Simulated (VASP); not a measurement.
Runs of VASP 6.6.1 on Na. It takes space group Im-3m (No. 229, cubic). Conventional cell: a = 4.225 Å, b = 4.225 Å, c = 4.225 Å, α = 90.00°, β = 90.00°, γ = 90.00°. Na (site symmetry m-3m) has 14 Na at 3.66 to 4.22 Å within 4.8 Å. 

```tsv
smearing	gap on the mesh (eV)	pressure (GPa)
fermi-dirac 1 eV	none	(a)
gaussian 0.1 eV	none	0.1
gaussian 0.6 eV	none	0.2
methfessel-paxton 0.1 eV	none	0.1
gaussian 0.3 eV	none	0.1
```

Alike in all rows: task single point; level r2SCAN; potentials or basis VASP PAW PBE potentials, release 64 (Na_pv); no spin polarisation; cell as given; k mesh 11 × 11 × 11; cutoff (eV) 520.

Problem. Fill in the values left out.

Solution. (a) 1.5.

Caveats: the PAW data sets were made with another functional, which shifts forces and pressure a little.

A gap of «none» marks levels without a gap at the run's occupations.
